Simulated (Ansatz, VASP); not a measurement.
BP: VASP beside Ansatz

```xyz
2
Lattice="0.0000 2.2600 2.2600 2.2600 0.0000 2.2600 2.2600 2.2600 0.0000" Properties=species:S:1:pos:R:3 pbc="T T T"
B     0.0000    0.0000    0.0000
P     1.1300    1.1300    1.1300
```

Alike in both runs: functional PBEsol; k mesh 12 × 12 × 12; occupations gaussian, width 0.02 eV; no spin polarisation.

Ansatz relaxed the structure, and its values are those at the end. VASP's run is a single point on that final structure, the one shown.

|  | VASP | Ansatz |
| --- | --- | --- |
| version | VASP 6.6.1 | Ansatz 0.2.0 |
| potentials or method | VASP PAW PBE potentials, release 64 (B, P), cutoff 500 eV | scalar-relativistic, plane waves, PAW |
| valence electrons in the cell | 8 | 8 |

|  | VASP | Ansatz | Ansatz less VASP |
| --- | --- | --- | --- |
| gap on the k mesh at the Fermi level (eV) | 1.11 | 1.11 | +0.003 |
| least direct gap on the mesh (eV) | 3.37 | 3.38 | +0.006 |
| pressure (GPa) | 0.1 | 0.0 | -0.11 |

VASP's potentials were made for PBE, not for PBEsol, and Ansatz warns of the same on its side.
